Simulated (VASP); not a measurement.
# LuBeSi4 (P4/mmm) in VASP: a series of runs

Runs on LuBeSi4. Level: PBE. Tasks: relaxation of cell and atoms.

All numbers are computed with VASP 6.6.1; they aren't measurements. Logs are shortened: lines on timing, memory, paths and dates and some standing lists are left out, and cuts for length are marked.

## Step 1: The cell of the first run

Symmetry: P4/mmm, No. 123, tetragonal system. Conventional cell: a = 3.694 Å, b = 3.694 Å, c = 7.251 Å, α = 90.00°, β = 90.00°, γ = 90.00°. Lu (site symmetry 4/mmm) has 8 Si at 2.88 Å and 4 Lu at 3.69 Å within 3.8 Å. Be (site symmetry 4/mmm) has 8 Si at 2.33 Å within 3.1 Å. Within 3.1 Å of Si (site symmetry 2mm) lie 2 Be at 2.33 Å and 5 Si at 2.61 to 2.84 Å and 2 Lu at 2.88 Å.

The cell was generated, and may not be a known phase.

## Step 2: Relaxation of cell and atoms, PBE

INCAR

```
SYSTEM = LuBeSi4
ALGO = Normal
EDIFF = 1E-6
EDIFFG = -0.04
ENCUT = 600
GGA = PE
IBRION = 2
ISIF = 3
ISMEAR = 0
LASPH = .True.
LCHARG = .False.
LREAL = .False.
LWAVE = .False.
NELM = 100
NSW = 90
PREC = Accurate
SIGMA = 0.1
```

KPOINTS

```
k-points
0
Gamma
  6 6 4
  0 0 0
```

POSCAR

```
LuBeSi4
1.0
    3.6943405552      0.0000000000      0.0000000000
    0.0000000000      3.6943405552      0.0000000000
    0.0000000000      0.0000000000      7.2506564337
Lu Be Si
1 1 4
Direct
    0.0000000000      0.0000000000      0.5000000000
    0.5000000000      0.5000000000      0.0000000000
    0.0000000000      0.5000000000      0.8041512382
    0.5000000000      0.0000000000      0.8041512382
    0.0000000000      0.5000000000      0.1958487618
    0.5000000000      0.0000000000      0.1958487618
```

Potentials or basis: VASP PAW PBE potentials, release 64 (Lu, Be, Si).

Started as:

```console
$ cat potpaw_PBE.64/Lu/POTCAR potpaw_PBE.64/Be/POTCAR potpaw_PBE.64/Si/POTCAR > POTCAR
$ mpirun -np 1 vasp_std > vasp.out
```

OUTCAR:

```text
SYSTEM = LuBeSi4
   EDIFF = 1E-6
   EDIFFG = -0.04
   ENCUT = 600
   GGA = PE
   IBRION = 2
   ISIF = 3
   ISMEAR = 0
   LASPH = .True.
   LREAL = .False.
   NELM = 100
   NSW = 90
   PREC = Accurate

 ion  position               nearest neighbor table
   1  0.000  0.000  0.500-   3 2.88   4 2.88   5 2.88   6 2.88   3 2.88   5 2.88   4 2.88   6 2.88

   2  0.500  0.500  0.000-   3 2.33   4 2.33   5 2.33   6 2.33   4 2.33   6 2.33   3 2.33   5 2.33

   3  0.000  0.500  0.804-   2 2.33   2 2.33   4 2.61   4 2.61   4 2.61   4 2.61   5 2.84   1 2.88
                             1 2.88
   4  0.500  0.000  0.804-   2 2.33   2 2.33   3 2.61   3 2.61   3 2.61   3 2.61   6 2.84   1 2.88
                             1 2.88
   5  0.000  0.500  0.196-   2 2.33   2 2.33   6 2.61   6 2.61   6 2.61   6 2.61   3 2.84   1 2.88
                             1 2.88
   6  0.500  0.000  0.196-   2 2.33   2 2.33   5 2.61   5 2.61   5 2.61   5 2.61   4 2.84   1 2.88
                             1 2.88

  LATTYP: Found a simple tetragonal cell.
 ALAT       =     3.6943405552
 C/A-ratio  =     1.9626388865

  Lattice vectors:

 A1 = (   3.6943405552,   0.0000000000,   0.0000000000)
 A2 = (   0.0000000000,   3.6943405552,   0.0000000000)
 A3 = (   0.0000000000,   0.0000000000,   7.2506564337)

Analysis of symmetry for initial positions (statically):
=====================================================================
 Subroutine PRICEL returns:
 Original cell was already a primitive cell.

 Routine SETGRP: Setting up the symmetry group for a
 simple tetragonal supercell.

 Subroutine GETGRP returns: Found 16 space group operations
 (whereof 16 operations were pure point group operations)
 out of a pool of 16 trial point group operations.

The static configuration has the point symmetry D_4h.

Analysis of symmetry for dynamics (positions and initial velocities):
=====================================================================
 Subroutine PRICEL returns:
 Original cell was already a primitive cell.

 Routine SETGRP: Setting up the symmetry group for a
 simple tetragonal supercell.

 Subroutine GETGRP returns: Found 16 space group operations
 (whereof 16 operations were pure point group operations)
 out of a pool of 16 trial point group operations.

The dynamic configuration has the point symmetry D_4h.

 Subroutine INISYM returns: Found 16 space group operations
 (whereof 16 operations are pure point group operations),
 and found     1 'primitive' translations
[... 111 lines left out ...]
   POTIM  = 0.5000    time-step for ionic-motion
   TEBEG  =    0.0;   TEEND  =   0.0 temperature during run
   PSTRESS=    0.0 pullay stress
   NELECT =      43.0000    total number of electrons
   NUPDOWN=      -1.0000    fix difference up-down
   EMIN   =  10.00;   EMAX   =-10.00  energy-range for DOS
   EFERMI =   0.00;   METHOD = LEGACY
   ISMEAR =     0;   SIGMA  =   0.10  broadening in eV -4-tet -1-fermi 0-gaus
   EFERMI_NEDOS =   21; number of points for ismear=-14 and -15
   IALGO  =     38    algorithm
   IMIX   =      4    mixing-type and parameters
     AMIX     =   0.40;   BMIX     =  1.00
     AMIX_MAG =   1.60;   BMIX_MAG =  1.00
  volume/ion in A,a.u.               =      16.49       111.30
  Fermi-wavevector in a.u.,A,eV,Ry     =   1.239978  2.343218 20.919570  1.537545
  Thomas-Fermi vector in A             =   2.374438
   LORBIT       =      0    0 simple, 1 ext, 2 COOP (PROOUT), +10 PAW based schemes
   GGA     = PE    functional components
   LHFCALC =     F    Hartree Fock is set to
   AEXX    =    0.0000 exact exchange contribution
   IVDW    =     0    specifies the selected vdW correction
   LEPSILON=     F    determine dielectric tensor
   LRPA    =     F    only Hartree local field effects (RPA)
 conjugate gradient relaxation of ions
 non-spin polarized calculation
 Gauss-broadening in eV      SIGMA  =   0.10
  energy-cutoff  :      600.00
  volume of cell :       98.96
 maximum number of plane-waves:      3365
 NGX is ok and might be reduce to    30
   NGX = 15   NGY = 15   NGZ = 29

--------------------------------------- Ionic step        1  -------------------------------------------

 number of electron      42.9999995 magnetization

 Free energy of the ion-electron system (eV)
  ---------------------------------------------------
  ext. energy  EPLUGINS =         0.00000000
  ---------------------------------------------------
  free energy    TOTEN  =       -30.23792956 eV

  energy without entropy =      -30.22518588  energy(sigma->0) =      -30.23155772

------------------------ aborting loop because EDIFF is reached ----------------------------------------

  FORCE on cell =-STRESS in cart. coord.  units (eV):
  Direction    XX          YY          ZZ          XY          YZ          ZX
  --------------------------------------------------------------------------------------
  -------------------------------------------------------------------------------------
  Total       -0.6687397     -0.6687397      1.1787736      0.0000000      0.0000000      0.0000000
  in kB      -10.8272083    -10.8272083     19.0848965      0.0000000      0.0000000      0.0000000
  external PRESSURE =      -0.8565067 kB  Pullay stress =       0.0000000 kB
[... 187 lines left out ...]
--------------------------------------- Ionic step        6  -------------------------------------------

 number of electron      42.9999999 magnetization

 Free energy of the ion-electron system (eV)
  ---------------------------------------------------
  ext. energy  EPLUGINS =         0.00000000
  ---------------------------------------------------
  free energy    TOTEN  =       -30.26351189 eV

  energy without entropy =      -30.25281505  energy(sigma->0) =      -30.25816347

 E-fermi :   6.8713     XC(G=0): -10.7066

 val. band max:        6.8096792894   @ k =   0.3333   0.3333   0.0000
 cond. band min:       6.8844412877   @ k =   0.3333   0.0000   0.5000
 fundamental gap:      0.0747619983
 Fermi energy:         6.8713465682

 k-point     1 :       0.0000    0.0000    0.0000
  band No.  band energies     occupation
      1     -49.0596      2.00000
      2     -19.8394      2.00000
      3     -19.6808      2.00000
      4     -19.6808      2.00000
      5      -6.0150      2.00000
      6      -4.1875      2.00000
[... 661 lines left out ...]
     24       7.7978      0.00000
     25       8.2046      0.00000

 [... further k-points ...]

------------------------ aborting loop because EDIFF is reached ----------------------------------------

  FORCE on cell =-STRESS in cart. coord.  units (eV):
  Direction    XX          YY          ZZ          XY          YZ          ZX
  --------------------------------------------------------------------------------------
  -------------------------------------------------------------------------------------
  Total       -0.0777290     -0.0777290     -0.0199379      0.0000000     -0.0000000      0.0000000
  in kB       -1.2629463     -1.2629463     -0.3239520      0.0000000     -0.0000000      0.0000000
  external PRESSURE =      -0.9499482 kB  Pullay stress =       0.0000000 kB
[... 21 lines left out ...]
  FREE ENERGIE OF THE ION-ELECTRON SYSTEM (eV)
  ---------------------------------------------------
  free  energy   TOTEN  =       -30.2635118892 eV

  energy  without entropy=      -30.2528150487  energy(sigma->0) =      -30.25816347

 reached required accuracy - stopping structural energy minimisation
```

OSZICAR:

```text
N       E                     dE             d eps       ncg     rms          rms(c)
DAV:   1     0.243507729274E+03    0.24351E+03   -0.19155E+04  1997   0.463E+03
DAV:   2    -0.996997370103E+00   -0.24450E+03   -0.24097E+03  1628   0.545E+02
DAV:   3    -0.293781946661E+02   -0.28381E+02   -0.27727E+02  2252   0.118E+02
[... 46 lines left out ...]
DAV:   1    -0.302635277105E+02   -0.85318E-03   -0.88816E-02  1518   0.245E+00    0.948E-02
DAV:   2    -0.302635053953E+02    0.22315E-04   -0.67067E-03  1869   0.755E-01    0.379E-02
DAV:   3    -0.302635110883E+02   -0.56929E-05   -0.41903E-04  2198   0.324E-01    0.242E-02
DAV:   4    -0.302635110564E+02    0.31897E-07   -0.35740E-05  2545   0.824E-02    0.134E-02
DAV:   5    -0.302635118892E+02   -0.83289E-06   -0.54409E-06  1981   0.531E-02
   6 F= -.30263512E+02 E0= -.30258163E+02  d E =-.225765E-02
```

Wall time 3.9 min (1 thread of Intel Xeon Platinum 8488C (Sapphire Rapids), shared host); peak memory 0.29 GiB.

Results:

- Free energy: -30.2635 eV
- Relaxed volume: 16.43 Å³/atom
- Relaxed cell: a = 3.647 Å, b = 3.647 Å, c = 7.413 Å, α = 90.00°, β = 90.00°, γ = 90.00°
- Space group after relaxing (to 0.1 Å): P4/mmm (No. 123)
- Energy gained by relaxing: 4.3 meV/atom
- Ionic steps: 6
- Pressure after relaxing: -0.1 GPa
- Band gap on the k mesh: zero (an odd number of electrons rules out a gap without spin polarisation)

Stress tensor (GPa, compression positive):
```
-0.13  0.00  0.00
 0.00 -0.13  0.00
 0.00  0.00 -0.03
```

Step by step:
| step | energy change (eV) | largest force (eV/Å) | pressure (GPa) | volume (Å³) |
| --- | --- | --- | --- | --- |
| 1 | 0.0000 | 0.0686 | -0.09 | 98.96 |
| 2 | -0.0157 | 0.0809 | -0.20 | 98.82 |
| 3 | -0.0233 | 0.0837 | -0.07 | 98.62 |
| 4 | -0.0233 | 0.0830 | 0.00 | 98.63 |
| 5 | -0.0247 | 0.0497 | -0.06 | 98.62 |
| 6 | -0.0256 | 0.0014 | -0.09 | 98.61 |

Final structure:
```yaml
crystal:
  lattice:
    - [3.64729, 0.00000, 0.00000]
    - [0.00000, 3.64729, 0.00000]
    - [0.00000, 0.00000, 7.41254]
  atoms:
    - { symbol: Lu, position: [0.00000, 0.00000, 0.50000] }
    - { symbol: Be, position: [0.50000, 0.50000, 0.00000] }
    - { symbol: Si, position: [0.00000, 0.50000, 0.80126] }
    - { symbol: Si, position: [0.50000, 0.00000, 0.80126] }
    - { symbol: Si, position: [0.00000, 0.50000, 0.19874] }
    - { symbol: Si, position: [0.50000, 0.00000, 0.19874] }
```

Caveat: spin-orbit coupling is left out, which moves the levels of the heavy elements; an odd number of electrons without spin polarisation forces a metal; a magnetic or distorted state may lie lower.

[end of part 1 of 2]

The gap in the log of VASP goes by the Fermi energy; the results here count the filled bands.